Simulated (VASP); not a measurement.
## TiSi16 (a cell with a defect): relaxation of the atoms with PBE

The system is TiSi16 (a cell with a defect).

```xyz
17
Lattice="0.0000 5.4300 5.4300 5.4300 0.0000 5.4300 5.4300 5.4300 0.0000" Properties=species:S:1:pos:R:3 pbc="T T T"
Si    0.0000    0.0000    0.0000
Si    1.3575    1.3575    1.3575
Si    2.7150    2.7150    0.0000
Si    4.0725    4.0725    1.3575
Si    2.7150    0.0000    2.7150
Si    4.0725    1.3575    4.0725
Si    5.4300    2.7150    2.7150
Si    6.7875    4.0725    4.0725
Si    0.0000    2.7150    2.7150
Si    1.3575    4.0725    4.0725
Si    2.7150    5.4300    2.7150
Si    4.0725    6.7875    4.0725
Si    2.7150    2.7150    5.4300
Si    4.0725    4.0725    6.7875
Si    5.4300    5.4300    5.4300
Si    6.7875    6.7875    6.7875
Ti    6.8460    4.1057    6.7823
```

```yaml
Program: VASP 6.6.1
Task: relaxation of the atoms
Functional: PBE
Potentials_or_basis: VASP PAW PBE potentials, release 64 (Si, Ti_sv)
Cutoff: 520 eV
k_mesh: 2 × 2 × 2
Occupations: fermi-dirac, width 0.05 eV
Spin: no spin polarisation
Dipole_correction: no
Further_INCAR_settings: LREAL = Auto; ALGO = Normal; EDIFF = 1e-06; IBRION = 2; EDIFFG = -0.08; NSW = 45
```

```yaml
Energy_gained_by_relaxing: 23.1 meV/atom
Ionic_steps: 6
Pressure_after_relaxing: 4.0 GPa
Largest_force_after_relaxing: 0.052 eV/Å
Band_gap_on_the_k_mesh: zero (bands 38 and 39 overlap by 0.43 eV)
```

Forces in eV/Å, atoms in the order of the input:
```
Si  -0.007 -0.001  0.000
Si   0.010 -0.015 -0.008
Si   0.006  0.010  0.002
Si   0.007  0.006  0.003
Si   0.003  0.003  0.007
Si   0.004  0.002  0.000
Si  -0.004  0.000 -0.002
Si   0.006 -0.001 -0.012
Si   0.016  0.011 -0.007
Si   0.015  0.013  0.014
Si   0.004 -0.002 -0.012
Si  -0.025 -0.013  0.002
Si   0.000 -0.007 -0.003
Si  -0.016  0.007 -0.005
Si   0.019 -0.002  0.006
Si   0.010  0.009  0.006
Ti  -0.047 -0.022  0.010
```

Step by step:
| step | energy change (eV) | largest force (eV/Å) | pressure (GPa) |
| --- | --- | --- | --- |
| 1 | 0.0000 | 2.1835 | 4.96 |
| 2 | -0.3763 | 0.6279 | 4.02 |
| 3 | -0.3790 | 0.4136 | 4.05 |
| 4 | -0.3902 | 0.2244 | 4.02 |
| 5 | -0.3909 | 0.1293 | 4.03 |
| 6 | -0.3929 | 0.0525 | 4.05 |

Final structure:
```
Si Ti
1.0
     0.00000    5.43000    5.43000
     5.43000    0.00000    5.43000
     5.43000    5.43000    0.00000
Si Ti
16 1
Direct
  0.00129 0.99574 0.00187
  0.12133 0.12837 0.12211
  0.98766 0.00413 0.50426
  0.12145 0.12867 0.62880
  0.00118 0.50136 0.00168
  0.12503 0.62499 0.12493
  0.00144 0.50167 0.49568
  0.12136 0.62169 0.62864
  0.50352 0.00363 0.98945
  0.62835 0.12844 0.12218
  0.50430 0.00438 0.50449
  0.62449 0.12537 0.62667
  0.49577 0.50142 0.00177
  0.62822 0.62160 0.12206
  0.50384 0.48836 0.50407
  0.62849 0.62175 0.62872
  0.37447 0.87529 0.37652
```

Levels at points of the mesh, in eV from the Fermi level:
```
           k point  band 33  band 34  band 35  band 36  band 37  band 38  band 39  band 40  band 41  band 42
(0.00, 0.00, 0.00)    -1.71    -0.99    -0.98    -0.98    -0.40    -0.40    -0.39    -0.09    -0.09     0.25
(0.50, 0.00, 0.00)    -1.97    -1.96    -1.36    -1.36    -0.27     0.04     0.05     0.45     0.45     0.81
(0.00, 0.50, 0.00)    -1.97    -1.96    -1.36    -1.36    -0.27     0.04     0.05     0.45     0.46     0.81
(0.00, 0.00, 0.50)    -1.97    -1.96    -1.36    -1.36    -0.27     0.04     0.04     0.46     0.46     0.82
(0.50, 0.50, 0.50)    -1.97    -1.97    -1.36    -1.36    -0.27     0.04     0.05     0.45     0.45     0.80
(0.50, 0.50, 0.00)    -2.45    -2.00    -2.00    -1.87    -0.69    -0.03     0.58     0.58     1.12     1.34
(0.00, 0.50, 0.50)    -2.45    -2.00    -1.99    -1.87    -0.69    -0.03     0.58     0.59     1.12     1.34
(0.50, 0.00, 0.50)    -2.45    -2.00    -1.99    -1.87    -0.69    -0.03     0.58     0.59     1.12     1.34
```

It took 23 min on 1 thread of Oxide Virtual Turin-like Processor (shared host), peak memory 0.53 GiB.

Caveat: the k points lie up to 0.50 Å⁻¹ apart; the relaxation stopped at a loose force limit of 0.08 eV/Å, so its end isn't a converged minimum.
